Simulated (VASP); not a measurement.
# NaCl (Cmcm) in VASP: a series of runs

Runs on NaCl. Level: PBE. Tasks: single point, relaxation of cell and atoms.

Everything below comes from runs of VASP 6.6.1. Logs are shortened: lines on timing, memory, paths and dates and some standing lists are left out, and cuts for length are marked.

## Step 1: The cell of the first run

The typed cell holds 4 atoms: a = 3.955 Å, b = 3.955 Å, c = 6.843 Å, α = 90.00°, β = 90.00°, γ = 120.02°.

## Step 2: Single point, PBE

Contents of INCAR:

```
SYSTEM = NaCl
  PREC = Accurate
  ENCUT = 520
  EDIFF = 1E-6
  ISMEAR = 0
  SIGMA = 0.02
  LREAL = .False.
  LASPH = .True.
  NELM = 80
  ALGO = Normal
  ISIF = 2
  LWAVE = .False.
  LCHARG = .True.
  GGA = PE
  LELF = .True.
  LVHAR = .True.
  NBANDS = 22
```

Contents of KPOINTS:

```
regular mesh
0
Gamma
  6 6 4
  0 0 0
```

Contents of POSCAR:

```
NaCl
1.0
    1.9770038005     -3.4259497123      0.0000000000
    1.9770038005      3.4259497123      0.0000000000
    0.0000000000      0.0000000000      6.8429578615
Na Cl
2 2
Direct
    0.5000000000      0.5000000000      0.5000000000
    0.5000000000      0.5000000000      0.0000000000
    0.8333909540      0.1666090460      0.2500000000
    0.1666090460      0.8333909540      0.7500000000
```

Potentials or basis: VASP PAW PBE potentials, release 64 (Na_pv, Cl).

Command:

```
$ cat potpaw_PBE.64/Na_pv/POTCAR potpaw_PBE.64/Cl/POTCAR > POTCAR
$ mpirun -np 1 vasp_std > vasp.out
```

OUTCAR:

```text
SYSTEM = NaCl
   PREC = Accurate
   ENCUT = 520
   EDIFF = 1E-6
   ISMEAR = 0
   LREAL = .False.
   LASPH = .True.
   NELM = 80
   ISIF = 2
   GGA = PE

 ion  position               nearest neighbor table
   1  0.500  0.500  0.500-
   2  0.500  0.500  0.000-
   3  0.833  0.167  0.250-
   4  0.167  0.833  0.750-

  LATTYP: Found a base centered orthorhombic cell.
 ALAT       =     3.9540076010
 B/A-ratio  =     1.7328999122
 C/A-ratio  =     1.7306385197

  Lattice vectors:

 A1 = (   1.9770038005,  -3.4259497123,   0.0000000000)
 A2 = (   1.9770038005,   3.4259497123,   0.0000000000)
 A3 = (   0.0000000000,   0.0000000000,   6.8429578615)

Analysis of symmetry for initial positions (statically):
=====================================================================
 Subroutine PRICEL returns:
 Original cell was already a primitive cell.

 Routine SETGRP: Setting up the symmetry group for a
 base centered orthorhombic supercell.

 Subroutine GETGRP returns: Found  8 space group operations
 (whereof  4 operations were pure point group operations)
 out of a pool of  8 trial point group operations.

The static configuration has the point symmetry C_2h.
 The point group associated with its full space group is D_2h.

Analysis of symmetry for dynamics (positions and initial velocities):
=====================================================================
 Subroutine PRICEL returns:
 Original cell was already a primitive cell.

 Routine SETGRP: Setting up the symmetry group for a
 base centered orthorhombic supercell.

 Subroutine GETGRP returns: Found  8 space group operations
 (whereof  4 operations were pure point group operations)
 out of a pool of  8 trial point group operations.

The dynamic configuration has the point symmetry C_2h.
 The point group associated with its full space group is D_2h.

 Subroutine INISYM returns: Found  8 space group operations
 (whereof  4 operations are pure point group operations),
 and found     1 'primitive' translations

----------------------------------------------------------------------------------------

                                     Primitive cell

  volume of cell :      92.6963

  direct lattice vectors                    reciprocal lattice vectors
     1.977003800 -3.425949712  0.000000000     0.252907961 -0.145944933  0.000000000
     1.977003800  3.425949712  0.000000000     0.252907961  0.145944933  0.000000000
     0.000000000  0.000000000  6.842957862     0.000000000  0.000000000  0.146135636

  length of vectors
     3.955461472  3.955461472  6.842957862     0.291997192  0.291997192  0.146135636

  position of ions in fractional coordinates (direct lattice)
     0.500000000  0.500000000  0.500000000
     0.500000000  0.500000000  0.000000000
     0.833390954  0.166609046  0.250000000
     0.166609046  0.833390954  0.750000000

  ion indices of the primitive-cell ions
   primitive index   ion index
                 1           1
                 2           2
                 3           3
                 4           4

----------------------------------------------------------------------------------------

 KPOINTS: regular mesh

Automatic generation of k-mesh.
 Grid dimensions read from file:
 generate k-points for:    6    6    4

 Generating k-lattice:

  Cartesian coordinates                     Fractional coordinates (reciprocal lattice)
     0.042151327 -0.024324155  0.000000000     0.166666667  0.000000000  0.000000000
     0.042151327  0.024324155  0.000000000     0.000000000  0.166666667  0.000000000
     0.000000000  0.000000000  0.036533909     0.000000000  0.000000000  0.250000000

  Length of vectors
     0.048666199  0.048666199  0.036533909

  Shift w.r.t. Gamma in fractional coordinates (k-lattice)
     0.000000000  0.000000000  0.000000000

 Subroutine IBZKPT returns following result:
 ===========================================

 Found     39 irreducible k-points:

 Following reciprocal coordinates:
            Coordinates               Weight
  0.000000  0.000000  0.000000      1.000000
  0.166667  0.000000  0.000000      4.000000
  0.333333 -0.000000  0.000000      4.000000
  0.500000 -0.000000  0.000000      2.000000
  0.166667  0.166667  0.000000      2.000000
  0.333333  0.166667  0.000000      4.000000
[... 16 lines left out ...]
  0.333333  0.333333  0.250000      4.000000
  0.500000  0.333333  0.250000      8.000000
 [... further k-points ...]
   k-points           NKPTS =     39   k-points in BZ     NKDIM =     39   number of bands    NBANDS=     22
   number of dos      NEDOS =    301   number of ions     NIONS =      4
   total plane-waves  NPLWV =  48600
   dimension x,y,z NGX =    30 NGY =   30 NGZ =   54
   dimension x,y,z NGXF=    60 NGYF=   60 NGZF=  108
   ions per type =               2   2
   NGX,Y,Z   is equivalent  to a cutoff of  12.61, 12.61, 13.12 a.u.
   NGXF,Y,Z  is equivalent  to a cutoff of  25.22, 25.22, 26.24 a.u.
 SYSTEM =  NaCl
   PREC   = accura    normal or accurate (medium, high low for compatibility)
   ISTART =      0    job   : 0-new  1-cont  2-samecut
   ICHARG =      2    charge: 1-file 2-atom 10-const
   ISPIN  =      1    spin polarized calculation?
   LNONCOLLINEAR =      F non collinear calculations
   LSORBIT =      F    spin-orbit coupling
   LASPH  =      T    aspherical Exc in radial PAW
   ENCUT  =  520.0 eV  38.22 Ry    6.18 a.u.   7.35  7.35 12.72*2*pi/ulx,y,z
   NELM   =     80;   NELMIN=  2; NELMDL= -5     # of ELM steps
   EDIFF  = 0.1E-05   stopping-criterion for ELM
   LREAL  =      F    real-space projection
   EDIFFG = 0.1E-04   stopping-criterion for IOM
   NSW    =      0    number of steps for IOM
   IBRION =     -1    ionic relax: 0-MD 1-quasi-New 2-CG
   NFREE  =      0    steps in history (QN), initial steepest desc. (CG)
   ISIF   =      2    stress and relaxation
   ISYM   =      2    0-nonsym 1-usesym 2-fastsym
   POTIM  = 0.5000    time-step for ionic-motion
   TEBEG  =    0.0;   TEEND  =   0.0 temperature during run
   PSTRESS=    0.0 pullay stress
   NELECT =      28.0000    total number of electrons
   NUPDOWN=      -1.0000    fix difference up-down
   EMIN   =  10.00;   EMAX   =-10.00  energy-range for DOS
   EFERMI =   0.00;   METHOD = LEGACY
   ISMEAR =     0;   SIGMA  =   0.02  broadening in eV -4-tet -1-fermi 0-gaus
   EFERMI_NEDOS =   21; number of points for ismear=-14 and -15
   IALGO  =     38    algorithm
   IMIX   =      4    mixing-type and parameters
     AMIX     =   0.40;   BMIX     =  1.00
     AMIX_MAG =   1.60;   BMIX_MAG =  1.00
  volume/ion in A,a.u.               =      23.17       156.39
  Fermi-wavevector in a.u.,A,eV,Ry     =   1.098433  2.075737 16.416165  1.206554
  Thomas-Fermi vector in A             =   2.234810
   LORBIT       =      0    0 simple, 1 ext, 2 COOP (PROOUT), +10 PAW based schemes
   GGA     = PE    functional components
   LHFCALC =     F    Hartree Fock is set to
   AEXX    =    0.0000 exact exchange contribution
   IVDW    =     0    specifies the selected vdW correction
   LEPSILON=     F    determine dielectric tensor
   LRPA    =     F    only Hartree local field effects (RPA)
 non-spin polarized calculation
 Gauss-broadening in eV      SIGMA  =   0.02
  energy-cutoff  :      520.00
  volume of cell :       92.70
 maximum number of plane-waves:      2527
 NGX is ok and might be reduce to    30
   NGX = 15   NGY = 15   NGZ = 25

 number of electron      28.0000004 magnetization

 Free energy of the ion-electron system (eV)
  ---------------------------------------------------
  ext. energy  EPLUGINS =         0.00000000
  ---------------------------------------------------
  free energy    TOTEN  =       -13.45475628 eV

  energy without entropy =      -13.45475628  energy(sigma->0) =      -13.45475628

 E-fermi :  -0.6940     XC(G=0):  -8.0222

 val. band max:       -0.8404189466   @ k =   0.0000   0.0000   0.0000
 cond. band min:       4.0521279855   @ k =   0.0000   0.0000   0.0000
 fundamental gap:      4.8925469321
 Fermi energy:        -0.6940474633

 k-point     1 :       0.0000    0.0000    0.0000
  band No.  band energies     occupation
      1     -21.9166      2.00000
      2     -21.8717      2.00000
      3     -21.8717      2.00000
      4     -21.8663      2.00000
      5     -21.8662      2.00000
      6     -21.8619      2.00000
[... 14 lines left out ...]
     21      10.8082      0.00000
     22      10.8131      0.00000

 k-point     2 :       0.1667    0.0000    0.0000
  band No.  band energies     occupation
      1     -21.9143      2.00000
      2     -21.8774      2.00000
      3     -21.8728      2.00000
      4     -21.8704      2.00000
      5     -21.8672      2.00000
      6     -21.8613      2.00000
[... 14 lines left out ...]
     21      10.7922      0.00000
     22      10.9912      0.00000

 k-point     3 :       0.3333   -0.0000    0.0000
  band No.  band energies     occupation
      1     -21.9099      2.00000
      2     -21.8887      2.00000
      3     -21.8787      2.00000
      4     -21.8750      2.00000
      5     -21.8691      2.00000
      6     -21.8602      2.00000
[... 14 lines left out ...]
     21      10.3464      0.00000
     22      12.1819      0.00000
[... 476 lines left out ...]
 k-point    23 :       0.3333    0.3333    0.2500
  band No.  band energies     occupation
      1     -21.8995      2.00000
      2     -21.8857      2.00000
      3     -21.8857      2.00000
      4     -21.8790      2.00000
      5     -21.8790      2.00000
      6     -21.8662      2.00000
[... 14 lines left out ...]
     21      10.0805      0.00000
     22      11.7210      0.00000

 k-point    24 :       0.5000    0.3333    0.2500
  band No.  band energies     occupation
      1     -21.9007      2.00000
      2     -21.8897      2.00000
      3     -21.8823      2.00000
      4     -21.8781      2.00000
      5     -21.8732      2.00000
      6     -21.8666      2.00000
[... 14 lines left out ...]
     21      10.0177      0.00000
     22      11.8592      0.00000

 [... further k-points ...]

------------------------ aborting loop because EDIFF is reached ----------------------------------------

  FORCE on cell =-STRESS in cart. coord.  units (eV):
  Direction    XX          YY          ZZ          XY          YZ          ZX
  --------------------------------------------------------------------------------------
  -------------------------------------------------------------------------------------
  Total       -0.0112635     -0.0195856     -0.0123633      0.0000000      0.0000000      0.0000000
  in kB       -0.1946794     -0.3385207     -0.2136895      0.0000000      0.0000000      0.0000000
  external PRESSURE =      -0.2489632 kB  Pullay stress =       0.0000000 kB

 VOLUME and BASIS-vectors are now :
 -----------------------------------------------------------------------------
  energy-cutoff  :      520.00
  volume of cell :       92.70
      direct lattice vectors                 reciprocal lattice vectors
     1.977003800 -3.425949712  0.000000000     0.252907961 -0.145944933  0.000000000
     1.977003800  3.425949712  0.000000000     0.252907961  0.145944933  0.000000000
     0.000000000  0.000000000  6.842957862     0.000000000  0.000000000  0.146135636

 POSITION                                       TOTAL-FORCE (eV/Angst)
 -----------------------------------------------------------------------------------
      1.97700      0.00000      3.42148         0.000000     -0.000000      0.000000
      1.97700      0.00000      0.00000        -0.000000      0.000000      0.000000
      1.97700     -2.28436      1.71074         0.000000      0.000842     -0.000000
      1.97700      2.28436      5.13222         0.000000     -0.000842      0.000000
 -----------------------------------------------------------------------------------
    total drift:                                0.000000      0.000000      0.000000

  FREE ENERGIE OF THE ION-ELECTRON SYSTEM (eV)
  ---------------------------------------------------
  free  energy   TOTEN  =       -13.4547562766 eV

  energy  without entropy=      -13.4547562766  energy(sigma->0) =      -13.45475628
```

It took 38 s on 1 thread of Intel Xeon 6975P-C (Granite Rapids), shared host; peak memory 0.23 GiB.

Results:

| Item | Value |
| --- | --- |
| Free energy | -13.4548 eV |
| Pressure | 0.0 GPa |
| Band gap on the k mesh | 4.89 eV |

Levels at points of the mesh, in eV from the valence-band top:
| k point | band 10 | band 11 | band 12 | band 13 | band 14 | band 15 | band 16 | band 17 | band 18 | band 19 |
| --- | --- | --- | --- | --- | --- | --- | --- | --- | --- | --- |
| (0.00, 0.00, 0.00) | -0.21 | -0.20 | -0.20 | 0.00 | 0.00 | 4.89 | 7.27 | 9.90 | 10.19 | 11.36 |
| (0.50, 0.00, 0.00) | -1.41 | -1.03 | -0.60 | -0.53 | -0.29 | 7.57 | 7.92 | 8.11 | 9.67 | 9.98 |
| (0.50, 0.50, 0.00) | -1.41 | -1.03 | -0.60 | -0.53 | -0.29 | 7.58 | 7.93 | 8.11 | 9.67 | 9.98 |
| (0.00, 0.00, 0.50) | -1.20 | -0.10 | -0.10 | -0.10 | -0.10 | 6.33 | 6.33 | 9.64 | 9.64 | 11.22 |
| (0.50, 0.00, 0.50) | -1.75 | -0.61 | -0.61 | -0.42 | -0.42 | 7.39 | 7.39 | 8.95 | 8.95 | 10.58 |
| (0.50, 0.50, 0.50) | -1.75 | -0.61 | -0.61 | -0.41 | -0.41 | 7.39 | 7.39 | 8.95 | 8.95 | 10.58 |

A k mesh can miss the band edges.

## Step 3: Single point, PBE

Contents of INCAR:

```
SYSTEM = NaCl
ALGO     = Normal         ! electronic algorithm
EDIFF    = 1E-7           ! SCF threshold, eV
ENCUT    = 520            ! plane-wave cutoff, eV
GGA      = PE             ! functional
ISIF     = 2              ! what is computed and relaxed
ISMEAR   = 0              ! smearing method
LASPH    = .True.         ! aspherical terms in the spheres
LCHARG   = .False.        ! write CHGCAR
LREAL    = .False.        ! projectors in reciprocal space
LWAVE    = .False.        ! write WAVECAR
NBANDS   = 22             ! bands
NELM     = 60             ! most SCF steps
PREC     = Accurate       ! precision mode
SIGMA    = 0.02           ! smearing width, eV
```

Contents of KPOINTS:

```
k-points
0
Gamma
  8 8 4
  0 0 0
```

POSCAR is that of step 2.

Potentials or basis: VASP PAW PBE potentials, release 64 (Na_pv, Cl).

Command:

```
$ cat potpaw_PBE.64/Na_pv/POTCAR potpaw_PBE.64/Cl/POTCAR > POTCAR
$ mpirun -np 1 vasp_std > vasp.out
```

It took 67 s on 1 thread of Intel Xeon 6975P-C (Granite Rapids), shared host; peak memory 0.25 GiB.

The run converged. Its results:

- Free energy: -13.4548 eV
- Pressure: 0.0 GPa
- Band gap on the k mesh: 4.89 eV

Levels at points of the mesh, in eV from the valence-band top:
| k point | band 12 | band 13 | band 14 | band 15 | band 16 | band 17 |
| --- | --- | --- | --- | --- | --- | --- |
| (0.00, 0.00, 0.00) | -0.20 | 0.00 | 0.00 | 4.89 | 7.27 | 9.90 |
| (0.50, 0.00, 0.00) | -0.60 | -0.53 | -0.29 | 7.58 | 7.92 | 8.11 |
| (0.50, 0.50, 0.00) | -0.60 | -0.53 | -0.29 | 7.58 | 7.93 | 8.11 |
| (0.00, 0.00, 0.50) | -0.10 | -0.10 | -0.10 | 6.33 | 6.33 | 9.64 |
| (0.50, 0.00, 0.50) | -0.61 | -0.42 | -0.42 | 7.39 | 7.39 | 8.95 |
| (0.50, 0.50, 0.50) | -0.61 | -0.41 | -0.41 | 7.39 | 7.39 | 8.95 |

A k mesh can miss the band edges.

## Step 4: Relaxation of cell and atoms, PBE

Contents of INCAR:

```
SYSTEM = NaCl
ALGO = Normal ; EDIFF = 1E-6
EDIFFG = -0.01 ; ENCUT = 600
GGA = PE ; IBRION = 2
ISIF = 3 ; ISMEAR = 0
LASPH = .True. ; LCHARG = .False.
LREAL = .False. ; LWAVE = .False.
NELM = 60 ; NSW = 100
PREC = Accurate ; SIGMA = 0.02
```

KPOINTS is that of step 3.

POSCAR is that of step 3.

Command:

```
$ cat potpaw_PBE.64/Na_pv/POTCAR potpaw_PBE.64/Cl/POTCAR > POTCAR
$ mpirun -np 1 vasp_std > vasp.out
```

Run time: 2.2 min. Hardware: 1 thread of Oxide Virtual Turin-like, shared host; peak memory 0.24 GiB.

The run converged. Its results:

```yaml
Free_energy: -13.4554 eV
Pressure_after_relaxing: 0.0 GPa
Band_gap_on_the_k_mesh: 4.89 eV
```

Final structure:
```
Na Cl
1.0
     1.97700   -3.42595    0.00000
     1.97700    3.42595    0.00000
     0.00000    0.00000    6.84296
Na Cl
2 2
Direct
  0.50000 0.50000 0.50000
  0.50000 0.50000 0.00000
  0.83339 0.16661 0.25000
  0.16661 0.83339 0.75000
```

Levels at points of the mesh, in eV from the valence-band top:
```tsv
k point	band 10	band 11	band 12	band 13	band 14	band 15	band 16	band 17	band 18
(0.00, 0.00, 0.00)	-0.21	-0.20	-0.20	0.00	0.00	4.89	7.27	9.90	10.19
(0.50, 0.00, 0.00)	-1.41	-1.03	-0.60	-0.53	-0.29	7.58	7.92	8.11	9.67
(0.50, 0.50, 0.00)	-1.41	-1.03	-0.60	-0.53	-0.29	7.58	7.93	8.11	9.67
(0.00, 0.00, 0.50)	-1.20	-0.10	-0.10	-0.10	-0.10	6.33	6.33	9.64	9.64
(0.50, 0.00, 0.50)	-1.75	-0.61	-0.61	-0.42	-0.42	7.39	7.39	8.95	8.95
(0.50, 0.50, 0.50)	-1.75	-0.61	-0.61	-0.41	-0.41	7.39	7.39	8.95	8.95
```

Caveat: the relaxation stopped at its first step, so nothing moved.

## Step 5: Summary

```tsv
task	cell	k mesh	cutoff (eV)	gap on the mesh (eV)	pressure (GPa)
single point	as given	6 × 6 × 4	520	4.89	0.0
single point	as given	8 × 8 × 4	520	4.89	0.0
relaxation of cell and atoms	relaxed	8 × 8 × 4	600	4.89	0.0
```

Alike in all rows: level PBE; potentials or basis VASP PAW PBE potentials, release 64 (Na_pv, Cl); no spin polarisation; smearing gaussian 0.02 eV.

Caveats: the relaxation stopped at its first step, so nothing moved (at least some runs).

Total energies depend on the potentials used, so only differences within one code and one set of settings carry meaning.
